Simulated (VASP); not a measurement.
# MoH2 (Fm-3m) in VASP: a series of runs

Runs on MoH2. Level: PBEsol. Tasks: single point.

All numbers are computed with VASP 6.6.1; they aren't measurements. Logs are shortened: lines on timing, memory, paths and dates and some standing lists are left out, and cuts for length are marked.

**1. The cell of the first run**

The structure is cubic, space group Fm-3m (No. 225). The conventional cell has a = 4.347 Å, b = 4.347 Å, c = 4.347 Å, α = 90.00°, β = 90.00°, γ = 90.00°. Mo (site symmetry m-3m) has 8 H at 1.88 Å within 2.5 Å. H (site symmetry -43m) has 4 Mo at 1.88 Å and 6 H at 2.17 Å within 2.5 Å.

**2. Single point, PBEsol**

INCAR reads:

```
SYSTEM = MoH2
PREC = Accurate
ENCUT = 520
EDIFF = 1E-7
ISMEAR = -1
SIGMA = 0.05
LREAL = .False.
LASPH = .True.
NELM = 100
ALGO = Normal
ISIF = 2
LWAVE = .False.
LCHARG = .False.
GGA = PS
NBANDS = 15
```

KPOINTS reads:

```
Automatic mesh
0
Gamma
  17 17 17
  0 0 0
```

POSCAR reads:

```
MoH2
1.0
    0.0000000000      2.1733366588      2.1733366588
    2.1733366588      0.0000000000      2.1733366588
    2.1733366588      2.1733366588      0.0000000000
Mo H
1 2
Direct
    0.0000000000      0.0000000000      0.0000000000
    0.2500000000      0.2500000000      0.2500000000
    0.7500000000      0.7500000000      0.7500000000
```

Potentials or basis: VASP PAW PBE potentials, release 64 (Mo_sv, H).

Command:

```
> cat potpaw_PBE.64/Mo_sv/POTCAR potpaw_PBE.64/H/POTCAR > POTCAR
> mpirun -np 1 vasp_std > vasp.out
```

OUTCAR:

```text
SYSTEM = MoH2
   PREC = Accurate
   ENCUT = 520
   EDIFF = 1E-7
   ISMEAR = -1
   LREAL = .False.
   LASPH = .True.
   NELM = 100
   ISIF = 2
   GGA = PS

 ion  position               nearest neighbor table
   1  0.000  0.000  0.000-   3 1.88   3 1.88   3 1.88   2 1.88   2 1.88   2 1.88   3 1.88   2 1.88

   2  0.250  0.250  0.250-   1 1.88   1 1.88   1 1.88   1 1.88
   3  0.750  0.750  0.750-   1 1.88   1 1.88   1 1.88   1 1.88

  LATTYP: Found a face centered cubic cell.
 ALAT       =     4.3466733176

  Lattice vectors:

 A1 = (   0.0000000000,   2.1733366588,   2.1733366588)
 A2 = (   2.1733366588,   0.0000000000,   2.1733366588)
 A3 = (   2.1733366588,   2.1733366588,   0.0000000000)

Analysis of symmetry for initial positions (statically):
=====================================================================
 Subroutine PRICEL returns:
 Original cell was already a primitive cell.

 Routine SETGRP: Setting up the symmetry group for a
 face centered cubic supercell.

 Subroutine GETGRP returns: Found 48 space group operations
 (whereof 48 operations were pure point group operations)
 out of a pool of 48 trial point group operations.

The static configuration has the point symmetry O_h .

Analysis of symmetry for dynamics (positions and initial velocities):
=====================================================================
 Subroutine PRICEL returns:
 Original cell was already a primitive cell.

 Routine SETGRP: Setting up the symmetry group for a
 face centered cubic supercell.

 Subroutine GETGRP returns: Found 48 space group operations
 (whereof 48 operations were pure point group operations)
 out of a pool of 48 trial point group operations.

The dynamic configuration has the point symmetry O_h .

 Subroutine INISYM returns: Found 48 space group operations
 (whereof 48 operations are pure point group operations),
 and found     1 'primitive' translations

----------------------------------------------------------------------------------------

                                     Primitive cell

  volume of cell :      20.5310

  direct lattice vectors                    reciprocal lattice vectors
     0.000000000  2.173336659  2.173336659    -0.230060998  0.230060998  0.230060998
     2.173336659  0.000000000  2.173336659     0.230060998 -0.230060998  0.230060998
     2.173336659  2.173336659  0.000000000     0.230060998  0.230060998 -0.230060998

  length of vectors
     3.073562178  3.073562178  3.073562178     0.398477337  0.398477337  0.398477337

  position of ions in fractional coordinates (direct lattice)
     0.000000000  0.000000000  0.000000000
[... 87 lines left out ...]
   ISYM   =      2    0-nonsym 1-usesym 2-fastsym
   POTIM  = 0.5000    time-step for ionic-motion
   TEBEG  =    0.0;   TEEND  =   0.0 temperature during run
   PSTRESS=    0.0 pullay stress
   NELECT =      16.0000    total number of electrons
   NUPDOWN=      -1.0000    fix difference up-down
   EMIN   =  10.00;   EMAX   =-10.00  energy-range for DOS
   EFERMI =   0.00;   METHOD = LEGACY
   ISMEAR =    -1;   SIGMA  =   0.05  broadening in eV -4-tet -1-fermi 0-gaus
   EFERMI_NEDOS =   21; number of points for ismear=-14 and -15
   IALGO  =     38    algorithm
   IMIX   =      4    mixing-type and parameters
     AMIX     =   0.40;   BMIX     =  1.00
     AMIX_MAG =   1.60;   BMIX_MAG =  1.00
  volume/ion in A,a.u.               =       6.84        46.18
  Fermi-wavevector in a.u.,A,eV,Ry     =   1.506530  2.846929 30.880232  2.269633
  Thomas-Fermi vector in A             =   2.617236
   LORBIT       =      0    0 simple, 1 ext, 2 COOP (PROOUT), +10 PAW based schemes
   GGA     = PS    functional components
   LHFCALC =     F    Hartree Fock is set to
   AEXX    =    0.0000 exact exchange contribution
   IVDW    =     0    specifies the selected vdW correction
   LEPSILON=     F    determine dielectric tensor
   LRPA    =     F    only Hartree local field effects (RPA)
 non-spin polarized calculation
  energy-cutoff  :      520.00
  volume of cell :       20.53
 maximum number of plane-waves:       568
   NGX = 11   NGY = 11   NGZ = 11

 number of electron      15.9999997 magnetization

 Free energy of the ion-electron system (eV)
  ---------------------------------------------------
  ext. energy  EPLUGINS =         0.00000000
  ---------------------------------------------------
  free energy    TOTEN  =       -18.38888076 eV

  energy without entropy =      -18.38021559  energy(sigma->0) =      -18.38454818

 E-fermi :  10.5970     XC(G=0): -12.9762

 val. band max:       10.5773368288   @ k =  -0.2353   0.1765   0.0588
 cond. band min:      10.6144485691   @ k =  -0.3529   0.3529   0.0588
 fundamental gap:      0.0371117403
 Fermi energy:        10.5970035665

 k-point     1 :       0.0000    0.0000    0.0000
  band No.  band energies     occupation
      1     -50.6341      2.00000
      2     -24.4505      2.00000
      3     -24.4505      2.00000
      4     -24.4505      2.00000
      5      -1.0174      2.00000
      6       8.3411      2.00000
      7       8.3411      2.00000
      8       8.3411      2.00000
      9       9.8122      2.00000
     10      11.0520      0.00022
     11      11.0520      0.00022
     12      24.4365      0.00000
     13      25.1705      0.00000
     14      25.1705      0.00000
[... 401 lines left out ...]
      2     -24.5934      2.00000
      3     -24.4852      2.00000
      4     -24.4624      2.00000
      5      -0.3863      2.00000
      6       6.1142      2.00000
      7       8.6322      2.00000
      8       8.6477      2.00000
      9      10.6701      0.37653
     10      11.0618      0.00018
     11      12.7834      0.00000
     12      21.3866      0.00000
     13      25.6608      0.00000
     14      26.6337      0.00000
     15      27.5404      0.00000

 [... further k-points ...]
[... 5 lines left out ...]
  --------------------------------------------------------------------------------------
  -------------------------------------------------------------------------------------
  Total        0.4796138      0.4796138      0.4796138      0.0000000     -0.0000000      0.0000000
  in kB       37.4275378     37.4275378     37.4275378      0.0000000     -0.0000000      0.0000000
  external PRESSURE =      37.4275378 kB  Pullay stress =       0.0000000 kB

 VOLUME and BASIS-vectors are now :
 -----------------------------------------------------------------------------
  energy-cutoff  :      520.00
  volume of cell :       20.53
      direct lattice vectors                 reciprocal lattice vectors
     0.000000000  2.173336659  2.173336659    -0.230060998  0.230060998  0.230060998
     2.173336659  0.000000000  2.173336659     0.230060998 -0.230060998  0.230060998
     2.173336659  2.173336659  0.000000000     0.230060998  0.230060998 -0.230060998

 POSITION                                       TOTAL-FORCE (eV/Angst)
 -----------------------------------------------------------------------------------
      0.00000      0.00000      0.00000        -0.000000      0.000000     -0.000000
      1.08667      1.08667      1.08667         0.000000      0.000000      0.000000
      3.26000      3.26000      3.26000        -0.000000     -0.000000     -0.000000
 -----------------------------------------------------------------------------------
    total drift:                               -0.000000      0.000000      0.000000

  FREE ENERGIE OF THE ION-ELECTRON SYSTEM (eV)
  ---------------------------------------------------
  free  energy   TOTEN  =       -18.3888807625 eV

  energy  without entropy=      -18.3802155884  energy(sigma->0) =      -18.38454818
```

OSZICAR:

```text
N       E                     dE             d eps       ncg     rms          rms(c)
DAV:   1     0.980820469911E+02    0.98082E+02   -0.86929E+03  4998   0.108E+03
DAV:   2    -0.182675813341E+02   -0.11635E+03   -0.11120E+03  6056   0.306E+02
DAV:   3    -0.197599351559E+02   -0.14924E+01   -0.14877E+01  5412   0.341E+01
DAV:   4    -0.197633564669E+02   -0.34213E-02   -0.34201E-02  5755   0.194E+00
DAV:   5    -0.197633793613E+02   -0.22894E-04   -0.22893E-04  5510   0.140E-01    0.250E+01
DAV:   6    -0.184971733468E+02    0.12662E+01   -0.16242E+00  5048   0.139E+01    0.698E+00
DAV:   7    -0.183957483523E+02    0.10142E+00   -0.18367E-01  5615   0.377E+00    0.152E+00
DAV:   8    -0.183888134102E+02    0.69349E-02   -0.13966E-02  5027   0.135E+00    0.402E-01
DAV:   9    -0.183888703113E+02   -0.56901E-04   -0.24807E-04  5958   0.170E-01    0.964E-02
DAV:  10    -0.183888810884E+02   -0.10777E-04   -0.19426E-05  5251   0.379E-02    0.718E-03
DAV:  11    -0.183888809843E+02    0.10407E-06   -0.89174E-07  5531   0.779E-03    0.490E-03
DAV:  12    -0.183888807693E+02    0.21507E-06   -0.53950E-08  3195   0.198E-03    0.609E-04
DAV:  13    -0.183888807625E+02    0.67155E-08   -0.47580E-09  2580   0.633E-04
   1 F= -.18388881E+02 E0= -.18384548E+02  d E =-.866517E-02
```

Wall time 24 s (1 thread of Intel Xeon Platinum 8488C (Sapphire Rapids), shared host); peak memory 0.17 GiB.

What came out:

```yaml
Free_energy: -18.3889 eV
Pressure: 3.7 GPa
Band_gap_on_the_k_mesh: zero (band 8 reaches 12.58 eV, above the bottom of band 9 at 9.66 eV)
```

Levels at points of the mesh, in eV from the Fermi level:
| k point | band 6 | band 7 | band 8 | band 9 | band 10 | band 11 |
| --- | --- | --- | --- | --- | --- | --- |
| (0.00, 0.00, 0.00) | -2.26 | -2.26 | -2.26 | -0.78 | 0.45 | 0.45 |

Caveat: the PAW data sets were made with another functional, which shifts forces and pressure a little.

**3. Single point, PBEsol**

This run uses another cell than the first one, of 6.95 Å³/atom, 1.015 times its volume.

INCAR reads:

```
SYSTEM = MoH2
  PREC = Accurate
  ENCUT = 520
  EDIFF = 1E-7
  ISMEAR = -1
  SIGMA = 0.05
  LREAL = .False.
  LASPH = .True.
  NELM = 80
  ALGO = Normal
  ISIF = 2
  LWAVE = .False.
  LCHARG = .False.
  GGA = PS
  NBANDS = 15
```

KPOINTS reads:

```
regular mesh
0
Gamma
  17 17 17
  0 0 0
```

POSCAR reads:

```
MoH2
1.0
    0.0000000000      2.1843132928      2.1843132928
    2.1843132928      0.0000000000      2.1843132928
    2.1843132928      2.1843132928      0.0000000000
Mo H
1 2
Direct
    0.0000000000      0.0000000000      0.0000000000
    0.2500000000      0.2500000000      0.2500000000
    0.7500000000      0.7500000000      0.7500000000
```

Potentials or basis: VASP PAW PBE potentials, release 64 (Mo_sv, H).

Command:

```
> cat potpaw_PBE.64/Mo_sv/POTCAR potpaw_PBE.64/H/POTCAR > POTCAR
> mpirun -np 1 vasp_std > vasp.out
```

It took 22 s on 1 thread of Intel Xeon Platinum 8488C (Sapphire Rapids), shared host; peak memory 0.17 GiB.

The run converged. Its results:

* Free energy: -18.3931 eV
* Pressure: 0.2 GPa
* Band gap on the k mesh: zero (band 8 reaches 12.31 eV, above the bottom of band 9 at 9.47 eV)

Levels at points of the mesh, in eV from the Fermi level:
```tsv
k point	band 4	band 5	band 6	band 7	band 8	band 9	band 10	band 11	band 12	band 13
(0.00, 0.00, 0.00)	-35.06	-11.51	-2.21	-2.21	-2.21	-0.75	0.44	0.44	13.75	14.51
```

Caveat: the PAW data sets were made with another functional, which shifts forces and pressure a little.

**4. Single point, PBEsol**

This run uses another cell than the first one, of 7.05 Å³/atom, 1.030 times its volume.

INCAR reads:

```
  ALGO = Normal
  EDIFF = 1E-6
  ENCUT = 520
  GGA = PS
  ISIF = 2
  ISMEAR = -1
  LASPH = True
  LCHARG = True
  LELF = True
  LREAL = False
  LVHAR = True
  LWAVE = False
  NBANDS = 15
  NELM = 60
  PREC = Accurate
  SIGMA = 0.05
```

KPOINTS reads:

```
k-points
0
Gamma
  17 17 17
```

POSCAR reads:

```
MoH2
1.0
    0.0000000000      2.1951807020      2.1951807020
    2.1951807020      0.0000000000      2.1951807020
    2.1951807020      2.1951807020      0.0000000000
Mo H
1 2
Direct
    0.0000000000      0.0000000000      0.0000000000
    0.2500000000      0.2500000000      0.2500000000
    0.7500000000      0.7500000000      0.7500000000
```

Command:

```
> cat potpaw_PBE.64/Mo_sv/POTCAR potpaw_PBE.64/H/POTCAR > POTCAR
> mpirun -np 1 vasp_std > vasp.out
```

Run time: 22 s. Hardware: 1 thread of Intel Xeon Platinum 8488C (Sapphire Rapids), shared host; peak memory 0.17 GiB.

It converged, with:

- Free energy: -18.3907 eV
- Pressure: -3.1 GPa
- Band gap on the k mesh: zero (band 8 reaches 12.06 eV, above the bottom of band 9 at 9.28 eV)

Levels at points of the mesh, in eV from the Fermi level:
| k point | band 4 | band 5 | band 6 | band 7 | band 8 | band 9 | band 10 | band 11 | band 12 | band 13 |
| --- | --- | --- | --- | --- | --- | --- | --- | --- | --- | --- |
| (0.00, 0.00, 0.00) | -35.08 | -11.41 | -2.17 | -2.17 | -2.17 | -0.72 | 0.43 | 0.43 | 13.66 | 14.45 |

Caveat: the PAW data sets were made with another functional, which shifts forces and pressure a little.

**5. The runs side by side**

```csv
cell,gap on the mesh (eV),pressure (GPa)
"a = 3.074 Å, angles 60.0°, 3 atoms",none,3.7
"a = 3.089 Å, angles 60.0°, 3 atoms",none,0.2
"a = 3.104 Å, angles 60.0°, 3 atoms",none,-3.1
```

Alike in all rows: task single point; level PBEsol; potentials or basis VASP PAW PBE potentials, release 64 (Mo_sv, H); no spin polarisation; k mesh 17 × 17 × 17; cutoff (eV) 520; smearing fermi-dirac 0.05 eV.

Caveats: the PAW data sets were made with another functional, which shifts forces and pressure a little.

Total energies depend on the potentials used, so only differences within one code and one set of settings carry meaning.
